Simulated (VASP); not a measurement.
# CoO (Fm-3m) in VASP: settings compared

The runs below take CoO through single point, relaxation of cell and atoms, with PBEsol, RPBE, PBE exchange alone.

Program: VASP 6.6.1. These are calculated values, not measurements. Logs are shortened: lines on timing, memory, paths and dates and some standing lists are left out, and cuts for length are marked.

### Step 1. The cell of the first run

It takes space group Fm-3m (No. 225, cubic). Conventional cell: a = 4.319 Å, b = 4.319 Å, c = 4.319 Å, α = 90.00°, β = 90.00°, γ = 90.00°. Co (site symmetry m-3m) has 6 O at 2.16 Å within 2.9 Å. O (site symmetry m-3m) has 6 Co at 2.16 Å within 2.9 Å.

### Step 2. Single point, PBEsol, collinear spin, ferromagnetic start (volume scaled by 1.04)

Input file INCAR:

```
PREC     = Accurate       # precision mode
ENCUT    = 520            # plane-wave cutoff, eV
EDIFF    = 1E-6           # SCF threshold, eV
ISMEAR   = -1             # smearing method
SIGMA    = 0.05           # smearing width, eV
LREAL    = F              # projectors in reciprocal space
LASPH    = T              # aspherical terms in the spheres
NELM     = 150            # most SCF steps
ALGO     = Normal         # electronic algorithm
ISIF     = 2              # what is computed and relaxed
LWAVE    = F              # write WAVECAR
LCHARG   = F              # write CHGCAR
ISPIN    = 2              # spin polarisation
MAGMOM   = 2 0            # initial moments
LORBIT   = 11             # projections on sites
LMAXMIX  = 4              # l up to which the mixer works
GGA      = PS             # functional
NBANDS   = 18             # bands
```

Input file KPOINTS:

```
regular mesh
0
Gamma
  11 11 11
```

Input file POSCAR:

```
CoO
1.0
    0.0000000000      2.1595492692      2.1595492692
    2.1595492692      0.0000000000      2.1595492692
    2.1595492692      2.1595492692      0.0000000000
Co O
1 1
Direct
    0.0000000000      0.0000000000      0.0000000000
    0.5000000000      0.5000000000      0.5000000000
```

Potentials or basis: VASP PAW PBE potentials, release 64 (Co, O).

Run with:

```sh
> cat potpaw_PBE.64/Co/POTCAR potpaw_PBE.64/O/POTCAR > POTCAR
> mpirun -np 1 vasp_std > vasp.out
```

OUTCAR:

```text
PREC = Accurate
   ENCUT = 520
   EDIFF = 1E-6
   ISMEAR = -1
   LREAL = F
   LASPH = T
   NELM = 150
   ISIF = 2
   ISPIN = 2
   LORBIT = 11
   GGA = PS

 ion  position               nearest neighbor table
   1  0.000  0.000  0.000-   2 2.16   2 2.16   2 2.16   2 2.16   2 2.16   2 2.16
   2  0.500  0.500  0.500-   1 2.16   1 2.16   1 2.16   1 2.16   1 2.16   1 2.16

  LATTYP: Found a face centered cubic cell.
 ALAT       =     4.3190985384

  Lattice vectors:

 A1 = (   0.0000000000,   2.1595492692,   2.1595492692)
 A2 = (   2.1595492692,   0.0000000000,   2.1595492692)
 A3 = (   2.1595492692,   2.1595492692,   0.0000000000)

Analysis of symmetry for initial positions (statically):
[... 25 lines left out ...]
The dynamic configuration has the point symmetry O_h .

Analysis of structural, dynamic, and magnetic symmetry:
=====================================================================
 Subroutine PRICEL returns:
[... 7 lines left out ...]
 out of a pool of 48 trial point group operations.

The overall configuration has the point symmetry O_h .

 Subroutine INISYM returns: Found 48 space group operations
[... 5 lines left out ...]
                                     Primitive cell

  volume of cell :      20.1428

  direct lattice vectors                    reciprocal lattice vectors
     0.000000000  2.159549269  2.159549269    -0.231529795  0.231529795  0.231529795
     2.159549269  0.000000000  2.159549269     0.231529795 -0.231529795  0.231529795
     2.159549269  2.159549269  0.000000000     0.231529795  0.231529795 -0.231529795

  length of vectors
     3.054063865  3.054063865  3.054063865     0.401021369  0.401021369  0.401021369

  position of ions in fractional coordinates (direct lattice)
     0.000000000  0.000000000  0.000000000
     0.500000000  0.500000000  0.500000000

  ion indices of the primitive-cell ions
   primitive index   ion index
                 1           1
                 2           2

----------------------------------------------------------------------------------------

 KPOINTS: regular mesh

Automatic generation of k-mesh.
 Grid dimensions read from file:
 generate k-points for:   11   11   11

 Generating k-lattice:

  Cartesian coordinates                     Fractional coordinates (reciprocal lattice)
    -0.021048163  0.021048163  0.021048163     0.090909091  0.000000000  0.000000000
     0.021048163 -0.021048163  0.021048163     0.000000000  0.090909091  0.000000000
     0.021048163  0.021048163 -0.021048163     0.000000000  0.000000000  0.090909091

  Length of vectors
     0.036456488  0.036456488  0.036456488

  Shift w.r.t. Gamma in fractional coordinates (k-lattice)
     0.000000000  0.000000000  0.000000000

 Subroutine IBZKPT returns following result:
 ===========================================

 Found     56 irreducible k-points:

 Following reciprocal coordinates:
            Coordinates               Weight
  0.000000  0.000000  0.000000      1.000000
  0.090909  0.000000  0.000000      8.000000
  0.181818  0.000000  0.000000      8.000000
  0.272727  0.000000  0.000000      8.000000
  0.363636  0.000000  0.000000      8.000000
  0.454545  0.000000  0.000000      8.000000
[... 16 lines left out ...]
 -0.272727  0.181818  0.000000     24.000000
 -0.181818  0.181818  0.000000     12.000000
 [... further k-points ...]
   k-points           NKPTS =     56   k-points in BZ     NKDIM =     56   number of bands    NBANDS=     18
   number of dos      NEDOS =    301   number of ions     NIONS =      2
   total plane-waves  NPLWV =  13824
   dimension x,y,z NGX =    24 NGY =   24 NGZ =   24
   dimension x,y,z NGXF=    48 NGYF=   48 NGZF=   48
   ions per type =               1   1
   NGX,Y,Z   is equivalent  to a cutoff of  13.06, 13.06, 13.06 a.u.
   NGXF,Y,Z  is equivalent  to a cutoff of  26.13, 26.13, 26.13 a.u.
 SYSTEM =  unknown system
   PREC   = accura    normal or accurate (medium, high low for compatibility)
   ISTART =      0    job   : 0-new  1-cont  2-samecut
   ICHARG =      2    charge: 1-file 2-atom 10-const
   ISPIN  =      2    spin polarized calculation?
   LNONCOLLINEAR =      F non collinear calculations
   LSORBIT =      F    spin-orbit coupling
   LASPH  =      T    aspherical Exc in radial PAW
   ENCUT  =  520.0 eV  38.22 Ry    6.18 a.u.   5.68  5.68  5.68*2*pi/ulx,y,z
   NELM   =    150;   NELMIN=  2; NELMDL= -5     # of ELM steps
   EDIFF  = 0.1E-05   stopping-criterion for ELM
   LREAL  =      F    real-space projection
   EDIFFG = 0.1E-04   stopping-criterion for IOM
   NSW    =      0    number of steps for IOM
   IBRION =     -1    ionic relax: 0-MD 1-quasi-New 2-CG
   NFREE  =      0    steps in history (QN), initial steepest desc. (CG)
   ISIF   =      2    stress and relaxation
   ISYM   =      2    0-nonsym 1-usesym 2-fastsym
   POTIM  = 0.5000    time-step for ionic-motion
   TEBEG  =    0.0;   TEEND  =   0.0 temperature during run
   PSTRESS=    0.0 pullay stress
   NELECT =      15.0000    total number of electrons
   NUPDOWN=      -1.0000    fix difference up-down
   EMIN   =  10.00;   EMAX   =-10.00  energy-range for DOS
   EFERMI =   0.00;   METHOD = LEGACY
   ISMEAR =    -1;   SIGMA  =   0.05  broadening in eV -4-tet -1-fermi 0-gaus
   EFERMI_NEDOS =   21; number of points for ismear=-14 and -15
   IALGO  =     38    algorithm
   IMIX   =      4    mixing-type and parameters
     AMIX     =   0.40;   BMIX     =  1.00
     AMIX_MAG =   1.60;   BMIX_MAG =  1.00
  volume/ion in A,a.u.               =      10.07        67.97
  Fermi-wavevector in a.u.,A,eV,Ry     =   1.483880  2.804127 29.958669  2.201900
  Thomas-Fermi vector in A             =   2.597486
   LORBIT       =     11    0 simple, 1 ext, 2 COOP (PROOUT), +10 PAW based schemes
   GGA     = PS    functional components
   LHFCALC =     F    Hartree Fock is set to
   AEXX    =    0.0000 exact exchange contribution
   IVDW    =     0    specifies the selected vdW correction
   LEPSILON=     F    determine dielectric tensor
   LRPA    =     F    only Hartree local field effects (RPA)
 spin polarized calculation
  energy-cutoff  :      520.00
  volume of cell :       20.14
 maximum number of plane-waves:       556
   NGX = 11   NGY = 11   NGZ = 11

 number of electron      15.0000002 magnetization       2.9829985

 Free energy of the ion-electron system (eV)
  ---------------------------------------------------
  ext. energy  EPLUGINS =         0.00000000
  ---------------------------------------------------
  free energy    TOTEN  =       -13.89121063 eV

  energy without entropy =      -13.85828224  energy(sigma->0) =      -13.87474644

 E-fermi :   7.2469     XC(G=0): -12.4247

 val. band max:        7.2398952552   @ k =  -0.4545   0.2727   0.0000
 cond. band min:       7.2516301496   @ k =  -0.1818   0.2727   0.0909
 fundamental gap:      0.0117348944
 Fermi energy:         7.2469300930

 spin component 1

 k-point     1 :       0.0000    0.0000    0.0000
  band No.  band energies     occupation
      1     -12.6069      1.00000
      2       3.9739      1.00000
      3       3.9739      1.00000
      4       4.1494      1.00000
      5       4.1494      1.00000
      6       4.1494      1.00000
[... 10 lines left out ...]
     17      27.8044      0.00000
     18      31.4458      0.00000

 k-point     2 :       0.0909    0.0000    0.0000
  band No.  band energies     occupation
      1     -12.5265      1.00000
      2       3.3014      1.00000
      3       3.3014      1.00000
      4       3.3184      1.00000
      5       4.1809      1.00000
      6       4.1809      1.00000
[... 10 lines left out ...]
     17      29.0135      0.00000
     18      32.6380      0.00000

 k-point     3 :       0.1818    0.0000    0.0000
  band No.  band energies     occupation
      1     -12.3031      1.00000
      2       2.0919      1.00000
      3       2.6063      1.00000
      4       2.6063      1.00000
      5       4.3214      1.00000
      6       4.3214      1.00000
[... 412 lines left out ...]
 k-point    23 :      -0.2727    0.1818    0.0000
  band No.  band energies     occupation
      1     -11.6494      1.00000
      2       0.2437      1.00000
      3       1.5797      1.00000
      4       1.9105      1.00000
      5       4.5878      1.00000
      6       4.6051      1.00000
[... 10 lines left out ...]
     17      34.2458      0.00000
     18      35.8789      0.00000

 k-point    24 :      -0.1818    0.1818    0.0000
  band No.  band energies     occupation
      1     -11.9094      1.00000
      2       0.7831      1.00000
      3       1.8131      1.00000
      4       2.4039      1.00000
      5       4.4548      1.00000
      6       4.4660      1.00000
[... 10 lines left out ...]
     17      34.1476      0.00000
     18      35.9498      0.00000

 [... further k-points ...]

 spin component 2

 k-point     1 :       0.0000    0.0000    0.0000
  band No.  band energies     occupation
      1     -12.0513      1.00000
      2       4.8229      1.00000
      3       4.8229      1.00000
      4       4.8229      1.00000
      5       6.2275      1.00000
      6       6.2275      1.00000
[... 10 lines left out ...]
     17      28.7501      0.00000
     18      32.2521      0.00000

 k-point     2 :       0.0909    0.0000    0.0000
  band No.  band energies     occupation
      1     -11.9684      1.00000
      2       4.1046      1.00000
      3       4.5286      1.00000
      4       4.5286      1.00000
      5       6.3256      1.00000
      6       6.3256      1.00000
[... 10 lines left out ...]
     17      29.7915      0.00000
     18      33.4867      0.00000

 k-point     3 :       0.1818    0.0000    0.0000
  band No.  band energies     occupation
      1     -11.7377      1.00000
      2       2.8119      1.00000
      3       3.9669      1.00000
      4       3.9669      1.00000
      5       6.5243      1.00000
      6       6.5244      1.00000
[... 412 lines left out ...]
 k-point    23 :      -0.2727    0.1818    0.0000
  band No.  band energies     occupation
      1     -11.0548      1.00000
      2       0.9596      1.00000
      3       2.8035      1.00000
      4       3.0102      1.00000
      5       6.8017      0.99986
      6       7.1103      0.93887
[... 10 lines left out ...]
     17      34.7102      0.00000
     18      36.4904      0.00000

 k-point    24 :      -0.1818    0.1818    0.0000
  band No.  band energies     occupation
      1     -11.3277      1.00000
      2       1.5580      1.00000
      3       3.2720      1.00000
      4       3.2840      1.00000
      5       6.6082      1.00000
      6       7.0285      0.98750
[... 10 lines left out ...]
     17      34.7680      0.00000
     18      36.5294      0.00000

 [... further k-points ...]
[... 5 lines left out ...]
  --------------------------------------------------------------------------------------
  -------------------------------------------------------------------------------------
  Total       -2.1277029     -2.1277029     -2.1277029      0.0000000     -0.0000000     -0.0000000
  in kB     -169.2396870   -169.2396870   -169.2396870      0.0000000     -0.0000000     -0.0000000
  external PRESSURE =    -169.2396870 kB  Pullay stress =       0.0000000 kB

 VOLUME and BASIS-vectors are now :
 -----------------------------------------------------------------------------
  energy-cutoff  :      520.00
  volume of cell :       20.14
      direct lattice vectors                 reciprocal lattice vectors
     0.000000000  2.159549269  2.159549269    -0.231529795  0.231529795  0.231529795
     2.159549269  0.000000000  2.159549269     0.231529795 -0.231529795  0.231529795
     2.159549269  2.159549269  0.000000000     0.231529795  0.231529795 -0.231529795

 POSITION                                       TOTAL-FORCE (eV/Angst)
 -----------------------------------------------------------------------------------
      0.00000      0.00000      0.00000        -0.000000     -0.000000     -0.000000
      2.15955      2.15955      2.15955         0.000000      0.000000      0.000000
 -----------------------------------------------------------------------------------
    total drift:                                0.000000     -0.000000     -0.000000

  FREE ENERGIE OF THE ION-ELECTRON SYSTEM (eV)
  ---------------------------------------------------
  free  energy   TOTEN  =       -13.8912106329 eV

  energy  without entropy=      -13.8582822439  energy(sigma->0) =      -13.87474644

 total charge

# of ion       s       p       d       tot
------------------------------------------
    1        0.287   0.334   7.113   7.734
    2        1.551   3.380   0.000   4.931
--------------------------------------------------
tot          1.837   3.715   7.113  12.665

 magnetization (x)

# of ion       s       p       d       tot
------------------------------------------
    1        0.019   0.016   2.567   2.602
    2        0.028   0.298   0.000   0.326
--------------------------------------------------
tot          0.047   0.314   2.567   2.928
```

Run time: 25 s. Hardware: 1 thread of Intel Xeon 6975P-C, shared host; peak memory 0.17 GiB.

Results:

| Item | Value |
| --- | --- |
| Free energy | -13.8912 eV |
| Pressure | -16.9 GPa |
| Band gap on the k mesh | zero (filled and empty bands overlap) |
| Net moment | 2.98 μB per cell |
| Site moments | Co +2.60; O +0.33 μB |
| Valence electrons inside the program's atomic spheres | Co 7.73; O 4.93 |

Caveat: the PAW data sets were made with another functional, which shifts forces and pressure a little; a cell with one magnetic atom can't hold antiferromagnetic order, which such compounds often take; semilocal functionals often make such compounds metallic where correlation or magnetic order opens a gap, which also shifts bond lengths.

(Continued in part 2 of 2.)
